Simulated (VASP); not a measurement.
# SiC (Moissanite 3C) (F-43m) in VASP: further runs

Runs on SiC (Moissanite 3C). Level: PBEsol. Tasks: single point.

All numbers are computed with VASP 6.6.1; they aren't measurements. Logs are shortened: lines on timing, memory, paths and dates and some standing lists are left out, and cuts for length are marked.

**Measured values to compare with.**

“Insight into the structural, elastic and electronic properties of a new orthorhombic 6O-SiC polytype”, 2020, pmc:7200658 quotes, for a bulk crystal of SiC: band gap 2.4 eV (indirect).

The runs below are set against these values where they give the same quantity.

### 1 The cell of the first run

The structure is cubic, space group F-43m (No. 216). The conventional cell has a = 4.269 Å, b = 4.269 Å, c = 4.269 Å, α = 90.00°, β = 90.00°, γ = 90.00°. Within 2.5 Å of Si (site symmetry -43m) lie 4 C at 1.85 Å. Within 2.5 Å of C (site symmetry -43m) lie 4 Si at 1.85 Å.

### 2 Single point, PBEsol

The input, INCAR:

```
SYSTEM = SiC
ALGO = Normal
EDIFF = 1E-6
ENCUT = 520
GGA = PS
ISIF = 2
ISMEAR = -1
LASPH = .TRUE.
LCHARG = .TRUE.
LELF = .TRUE.
LREAL = .FALSE.
LVHAR = .TRUE.
LWAVE = .FALSE.
NBANDS = 11
NELM = 60
PREC = Accurate
SIGMA = 0.05
```

The input, KPOINTS:

```
k-points
0
G
  10 10 10
  0 0 0
```

The input, POSCAR:

```
SiC
1.0
    0.0000000000      2.1345181309      2.1345181309
    2.1345181309      0.0000000000      2.1345181309
    2.1345181309      2.1345181309      0.0000000000
Si C
1 1
Direct
    0.0000000000      0.0000000000      0.0000000000
    0.7500000000      0.7500000000      0.7500000000
```

Potentials or basis: VASP PAW PBE potentials, release 64 (Si, C).

Run with:

```console
$ cat potpaw_PBE.64/Si/POTCAR potpaw_PBE.64/C/POTCAR > POTCAR
$ mpirun -np 1 vasp_std > vasp.out
```

OUTCAR:

```text
SYSTEM = SiC
   EDIFF = 1E-6
   ENCUT = 520
   GGA = PS
   ISIF = 2
   ISMEAR = -1
   LASPH = .TRUE.
   LREAL = .FALSE.
   NELM = 60
   PREC = Accurate

 ion  position               nearest neighbor table
   1  0.000  0.000  0.000-   2 1.85   2 1.85   2 1.85   2 1.85
   2  0.750  0.750  0.750-   1 1.85   1 1.85   1 1.85   1 1.85

  LATTYP: Found a face centered cubic cell.
 ALAT       =     4.2690362618

  Lattice vectors:

 A1 = (   0.0000000000,   2.1345181309,   2.1345181309)
 A2 = (   2.1345181309,   0.0000000000,   2.1345181309)
 A3 = (   2.1345181309,   2.1345181309,   0.0000000000)

Analysis of symmetry for initial positions (statically):
=====================================================================
 Subroutine PRICEL returns:
 Original cell was already a primitive cell.

 Routine SETGRP: Setting up the symmetry group for a
 face centered cubic supercell.

 Subroutine GETGRP returns: Found 24 space group operations
 (whereof 24 operations were pure point group operations)
 out of a pool of 48 trial point group operations.

The static configuration has the point symmetry T_d .

Analysis of symmetry for dynamics (positions and initial velocities):
=====================================================================
 Subroutine PRICEL returns:
 Original cell was already a primitive cell.

 Routine SETGRP: Setting up the symmetry group for a
 face centered cubic supercell.

 Subroutine GETGRP returns: Found 24 space group operations
 (whereof 24 operations were pure point group operations)
 out of a pool of 48 trial point group operations.

The dynamic configuration has the point symmetry T_d .

 Subroutine INISYM returns: Found 24 space group operations
 (whereof 24 operations are pure point group operations),
 and found     1 'primitive' translations

----------------------------------------------------------------------------------------

                                     Primitive cell

  volume of cell :      19.4504

  direct lattice vectors                    reciprocal lattice vectors
     0.000000000  2.134518131  2.134518131    -0.234244907  0.234244907  0.234244907
     2.134518131  0.000000000  2.134518131     0.234244907 -0.234244907  0.234244907
     2.134518131  2.134518131  0.000000000     0.234244907  0.234244907 -0.234244907

  length of vectors
     3.018664490  3.018664490  3.018664490     0.405724079  0.405724079  0.405724079

  position of ions in fractional coordinates (direct lattice)
     0.000000000  0.000000000  0.000000000
     0.750000000  0.750000000  0.750000000

[... 79 lines left out ...]
   NSW    =      0    number of steps for IOM
   IBRION =     -1    ionic relax: 0-MD 1-quasi-New 2-CG
   NFREE  =      0    steps in history (QN), initial steepest desc. (CG)
   ISIF   =      2    stress and relaxation
   ISYM   =      2    0-nonsym 1-usesym 2-fastsym
   POTIM  = 0.5000    time-step for ionic-motion
   TEBEG  =    0.0;   TEEND  =   0.0 temperature during run
   PSTRESS=    0.0 pullay stress
   NELECT =       8.0000    total number of electrons
   NUPDOWN=      -1.0000    fix difference up-down
   EMIN   =  10.00;   EMAX   =-10.00  energy-range for DOS
   EFERMI =   0.00;   METHOD = LEGACY
   ISMEAR =    -1;   SIGMA  =   0.05  broadening in eV -4-tet -1-fermi 0-gaus
   EFERMI_NEDOS =   21; number of points for ismear=-14 and -15
   IALGO  =     38    algorithm
   IMIX   =      4    mixing-type and parameters
     AMIX     =   0.40;   BMIX     =  1.00
     AMIX_MAG =   1.60;   BMIX_MAG =  1.00
  volume/ion in A,a.u.               =       9.73        65.63
  Fermi-wavevector in a.u.,A,eV,Ry     =   1.217479  2.300703 20.167321  1.482256
  Thomas-Fermi vector in A             =   2.352798
   LORBIT       =      0    0 simple, 1 ext, 2 COOP (PROOUT), +10 PAW based schemes
   GGA     = PS    functional components
   LHFCALC =     F    Hartree Fock is set to
   AEXX    =    0.0000 exact exchange contribution
   IVDW    =     0    specifies the selected vdW correction
   LEPSILON=     F    determine dielectric tensor
   LRPA    =     F    only Hartree local field effects (RPA)
 non-spin polarized calculation
  energy-cutoff  :      520.00
  volume of cell :       19.45
 maximum number of plane-waves:       544
   NGX = 11   NGY = 11   NGZ = 11

 number of electron       7.9999999 magnetization

 Free energy of the ion-electron system (eV)
  ---------------------------------------------------
  ext. energy  EPLUGINS =         0.00000000
  ---------------------------------------------------
  free energy    TOTEN  =       -15.85636095 eV

  energy without entropy =      -15.85636086  energy(sigma->0) =      -15.85636091

 E-fermi :   9.3750     XC(G=0): -11.7734

 val. band max:        8.7660959276   @ k =   0.0000   0.0000   0.0000
 cond. band min:       9.9414573439   @ k =   0.5000   0.5000   0.0000
 fundamental gap:      1.1753614163
 Fermi energy:         9.3749996713

 k-point     1 :       0.0000    0.0000    0.0000
  band No.  band energies     occupation
      1      -7.1533      2.00000
      2       8.7661      1.99999
      3       8.7661      1.99999
      4       8.7661      1.99999
      5      15.6773      0.00000
      6      16.4483      0.00000
      7      16.4483      0.00000
      8      16.4483      0.00000
      9      23.5922      0.00000
     10      23.5922      0.00000
     11      26.0037      0.00000
[... 309 lines left out ...]
 k-point    24 :       0.4000    0.3000    0.0000
  band No.  band energies     occupation
      1      -3.8272      2.00000
      2       3.1072      2.00000
      3       5.4588      2.00000
      4       6.0233      2.00000
      5      11.5670      0.00000
      6      14.5368      0.00000
      7      20.9999      0.00000
      8      21.2220      0.00000
      9      23.1934      0.00000
     10      27.3641      0.00000
     11      30.8781      0.00000

 [... further k-points ...]
[... 5 lines left out ...]
  --------------------------------------------------------------------------------------
  -------------------------------------------------------------------------------------
  Total        1.8996446      1.8996446      1.8996446     -0.0000000      0.0000000     -0.0000000
  in kB      156.4780381    156.4780381    156.4780381     -0.0000000      0.0000000     -0.0000000
  external PRESSURE =     156.4780381 kB  Pullay stress =       0.0000000 kB

 VOLUME and BASIS-vectors are now :
 -----------------------------------------------------------------------------
  energy-cutoff  :      520.00
  volume of cell :       19.45
      direct lattice vectors                 reciprocal lattice vectors
     0.000000000  2.134518131  2.134518131    -0.234244907  0.234244907  0.234244907
     2.134518131  0.000000000  2.134518131     0.234244907 -0.234244907  0.234244907
     2.134518131  2.134518131  0.000000000     0.234244907  0.234244907 -0.234244907

 POSITION                                       TOTAL-FORCE (eV/Angst)
 -----------------------------------------------------------------------------------
      0.00000      0.00000      0.00000        -0.000000     -0.000000     -0.000000
      3.20178      3.20178      3.20178         0.000000      0.000000      0.000000
 -----------------------------------------------------------------------------------
    total drift:                               -0.000000     -0.000000     -0.000000

  FREE ENERGIE OF THE ION-ELECTRON SYSTEM (eV)
  ---------------------------------------------------
  free  energy   TOTEN  =       -15.8563609546 eV

  energy  without entropy=      -15.8563608589  energy(sigma->0) =      -15.85636091
```

Wall time 4.3 s (1 thread of Intel Xeon Platinum 8488C (Sapphire Rapids), shared host); peak memory 0.13 GiB.

What came out:

```yaml
Free_energy: -15.8564 eV
Pressure: 15.6 GPa
Band_gap_on_the_k_mesh: 1.18 eV, indirect (least direct gap 4.50 eV)
```

Caveat: the PAW data sets were made with another functional, which shifts forces and pressure a little.

### 3 Single point, PBEsol

This run uses another cell than the first one, of 10.35 Å³/atom, 1.064 times its volume.

The input, INCAR:

```
PREC     = Accurate       # precision mode
ENCUT    = 520            # plane-wave cutoff, eV
EDIFF    = 1E-7           # SCF threshold, eV
ISMEAR   = -1             # smearing method
SIGMA    = 0.05           # smearing width, eV
LREAL    = False          # projectors in reciprocal space
LASPH    = True           # aspherical terms in the spheres
NELM     = 100            # most SCF steps
ALGO     = Normal         # electronic algorithm
ISIF     = 2              # what is computed and relaxed
LWAVE    = False          # write WAVECAR
LCHARG   = False          # write CHGCAR
GGA      = PS             # functional
NBANDS   = 11             # bands
```

The input, KPOINTS:

```
regular mesh
0
Gamma
  10 10 10
```

The input, POSCAR:

```
SiC
1.0
    0.0000000000      2.1790000000      2.1790000000
    2.1790000000      0.0000000000      2.1790000000
    2.1790000000      2.1790000000      0.0000000000
Si C
1 1
Direct
    0.0000000000      0.0000000000      0.0000000000
    0.7500000000      0.7500000000      0.7500000000
```

Potentials or basis: VASP PAW PBE potentials, release 64 (Si, C).

Run with:

```console
$ cat potpaw_PBE.64/Si/POTCAR potpaw_PBE.64/C/POTCAR > POTCAR
$ mpirun -np 1 vasp_std > vasp.out
```

Wall time 4.7 s (1 thread of Intel Xeon Platinum 8488C (Sapphire Rapids), shared host); peak memory 0.13 GiB.

It converged, with:

* Free energy: -15.9150 eV
* Pressure: 0.2 GPa
* Band gap on the k mesh: 1.23 eV, indirect (least direct gap 4.44 eV)

Levels at points of the mesh, in eV from the valence-band top:
| k point | band 2 | band 3 | band 4 | band 5 | band 6 | band 7 |
| --- | --- | --- | --- | --- | --- | --- |
| (0.00, 0.00, 0.00) | 0.00 | 0.00 | 0.00 | 6.19 | 7.24 | 7.24 |
| (0.50, 0.00, 0.00) | -8.60 | -1.06 | -1.06 | 5.37 | 7.14 | 7.14 |
| (0.50, 0.50, 0.00) | -7.83 | -3.21 | -3.21 | 1.23 | 4.20 | 13.95 |

Caveat: the PAW data sets were made with another functional, which shifts forces and pressure a little.

(Continued in part 2 of 3.)
